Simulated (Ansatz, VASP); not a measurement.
**One calculation of Si, two programs**

INCAR

```
PREC = Accurate
ENCUT = 520
EDIFF = 1E-6
ISMEAR = 0
SIGMA = 0.01
LREAL = F
LASPH = T
NELM = 100
ALGO = Normal
ISIF = 2
LWAVE = F
LCHARG = T
GGA = CA
LELF = T
LVHAR = T
NBANDS = 11
```

KPOINTS

```
Automatic mesh
0
Gamma
  8 8 8
```

POSCAR

```
Si
1.0
    2.7549985093      2.7549985093      0.0000000000
   -2.7549985093      2.7549985093      0.0000000000
    0.0000000000      2.7549985093      2.6575650805
Si
2
Direct
    0.2500000000      0.7500000000      0.5000000000
    0.0000000000      0.0000000000      0.0000000000
```

Input for Ansatz:

```yaml
crystal:
  lattice:
    - [2.75499850934, 2.75499850934, 0.0]
    - [-2.75499850934, 2.75499850934, 0.0]
    - [0.0, 2.75499850934, 2.65756508054]
  atoms:
    - { symbol: Si, position: [0.25, 0.75, 0.5] }
    - { symbol: Si, position: [0.0, 0.0, 0.0] }
kpoints:
  mp_grid: { grid: [8, 8, 8] }
scf:
  occupations: { method: fixed }
  convergence: { dr2_threshold: 1.0e-10 }
hamiltonian:
  xc: lda
  pseudopotentials: { kind: all_electron, lapw: { basis_error: 0.0005 } }
output:
  forces: true
  stress: true
  eigenstates:
    kpoints:
      - [0.0, 0.0, 0.0]
      - [0.423040134, -0.423040135, 0.0]
      - [0.423040134, 0.423040135, 0.423040134]
      - [0.0, 0.0, 0.423040134]
      - [-0.5, -0.5, -0.5]
      - [-0.5, 0.5, 0.0]
      - [0.0, 0.0, -0.5]
      - [0.0, -0.5, -0.5]
      - [0.0, 0.5, 0.0]
      - [-0.5, 0.0, 0.0]
      - [-0.5, 0.0, -0.5]
  eigenvalues: true
```

Change from the starting cell: film at in-plane strain +0.02.

Alike in both runs: task single point; functional LDA; k mesh 8 × 8 × 8; no spin polarisation.

|  | VASP | Ansatz |
| --- | --- | --- |
| version | VASP 6.6.1 | Ansatz 0.2.0 |
| potentials or method | VASP PAW LDA potentials, release 64 (Si), cutoff 520 eV | all-electron LAPW, scalar-relativistic |
| occupations | gaussian, width 0.01 eV | fixed |

Ansatz gave:

| Property | Result |
| --- | --- |
| gap on the k mesh at the Fermi level (eV) | 0.15 |
| pressure (GPa) | -2.2 |
| traceless stress, the component that is largest in VASP (GPa) | 2.18 |

Q: What did VASP give for the same quantities?

A: gap on the k mesh at the Fermi level (eV): 0.15; pressure (GPa): -2.1; traceless stress, the component that is largest in VASP (GPa): 2.18.

LDA's correlation is that of Perdew and Zunger in VASP and of Perdew and Wang (1992) in Ansatz. Ansatz ran all-electron here, and VASP with PAW potentials.
